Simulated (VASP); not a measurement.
Runs of VASP 6.6.1 on InO. The structure is that of space group P-6m2 (No. 187), or close to it. The cells are those of the table. 

```csv
cell,gap on the mesh (eV),largest force (eV/Å)
"a = 3.477, b = 3.477, c = 15.426 Å, angles 90.0, 90.0, 120.0°, 4 atoms",0.51,0.45
"a = 3.143, b = 3.143, c = 18.882 Å, angles 90.0, 90.0, 120.0°, 4 atoms",none,1.60
"a = 3.323, b = 3.323, c = 16.892 Å, angles 90.0, 90.0, 120.0°, 4 atoms",0.08,0.92
"a = 3.526, b = 3.526, c = 14.995 Å, angles 90.0, 90.0, 120.0°, 4 atoms",0.51,1.03
"a = 3.374, b = 3.374, c = 16.376 Å, angles 90.0, 90.0, 120.0°, 4 atoms",(a),0.52
"a = 3.695, b = 3.695, c = 13.661 Å, angles 90.0, 90.0, 120.0°, 4 atoms",0.19,3.82
"a = 3.228, b = 3.228, c = 17.901 Å, angles 90.0, 90.0, 120.0°, 4 atoms",none,1.43
"a = 3.621, b = 3.621, c = 14.224 Å, angles 90.0, 90.0, 120.0°, 4 atoms",0.33,2.41
```

Alike in all rows: task single point; level PBE+D3(BJ); potentials or basis VASP PAW PBE potentials, release 64 (In_d, O); no spin polarisation; k mesh 12 × 12 × 4; cutoff (eV) 600; smearing gaussian 0.05 eV.

Question: Estimate the missing entries.

Answer: (a) 0.27.

Caveats: spin-orbit coupling is left out, which moves the levels of the heavy elements.

A k mesh can miss the band edges, and the runs leave out spin-orbit coupling on In.

A gap of «none» marks levels without a gap at the run's occupations.
